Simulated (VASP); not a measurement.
A run of VASP 6.6.1 is set up as follows.

The input INCAR:

```
SYSTEM = WC
  ALGO = Normal
  EDIFF = 1E-6
  ENCUT = 520
  GGA = PE
  ISIF = 2
  ISMEAR = -1
  LASPH = .TRUE.
  LCHARG = .TRUE.
  LELF = .TRUE.
  LREAL = Auto
  LVHAR = .TRUE.
  LWAVE = .FALSE.
  NBANDS = 86
  NELM = 60
  PREC = Accurate
  SIGMA = 0.17
```

Contents of KPOINTS:

```
k-points
0
G
  2 2 2
  0 0 0
```

File POSCAR:

```
WC
1.0
   -2.9449070000     -5.1007280000      0.0000000000
    4.4173600000     -2.5503640000      0.0000000000
    0.0000000000      0.0000000000      5.7521940000
W C
8 8
Direct
    0.7363321714      0.5028183725      0.0050763239
    0.7219944171      0.4805599754      0.4998440595
    0.5078774300      0.0053542837      0.0074580238
    0.4827985562     -0.0199673905      0.4876052511
    0.2700695622      0.5058292157      0.0068147910
    0.2579351647      0.4970831157      0.5093534745
   -0.0066353460     -0.0044914784     -0.0017036978
    0.0179968679     -0.0206233809      0.5063633111
    0.5087710943      0.6413974765      0.2390739951
    0.4796238561      0.7028287600      0.7697063068
    0.2257569096      0.1643590523      0.2709227123
    0.2454111025      0.1579479313      0.7816495758
   -0.0016415892      0.6261354457      0.3084388322
   -0.0056182863      0.6618103730      0.7790766445
    0.7595358588      0.1351627368      0.2969997187
    0.7453382595      0.1541083040      0.7736700118
```

Potentials or basis: VASP PAW PBE potentials, release 64 (W_sv, C).

The run is started by

```console
$ cat potpaw_PBE.64/W_sv/POTCAR potpaw_PBE.64/C/POTCAR > POTCAR
$ mpirun -np 1 vasp_std > vasp.out
```

Estimate the pressure.

2.3 GPa.

Predict the band gap on the k mesh.

zero (band 72 reaches 11.07 eV, above the bottom of band 73 at 11.06 eV).

Estimate the largest force.

5.337 eV/Å.

Forces in eV/Å, atoms in the order of the input:
```
W   -2.889 -2.258 -0.695
W   -1.523 -2.913  2.558
W    0.240  1.341  0.542
W    0.452 -2.444  2.924
W    0.986  5.244  0.112
W   -0.725  2.031  0.970
W    0.105 -0.590  2.271
W    2.079  2.665  1.869
C    2.069  0.124  2.396
C   -2.934  0.079 -1.078
C   -1.306 -1.631 -1.522
C    0.595 -0.761 -1.562
C    1.382 -0.238 -3.486
C   -0.250 -0.286 -0.972
C    0.815  0.357 -2.870
C    0.902 -0.719 -1.458
```

Caveat: the k points lie up to 0.62 Å⁻¹ apart; spin-orbit coupling is left out, which moves the levels of the heavy elements; forces of over 1 eV/Å act on the atoms, so gaps and moduli don't describe the material at rest.
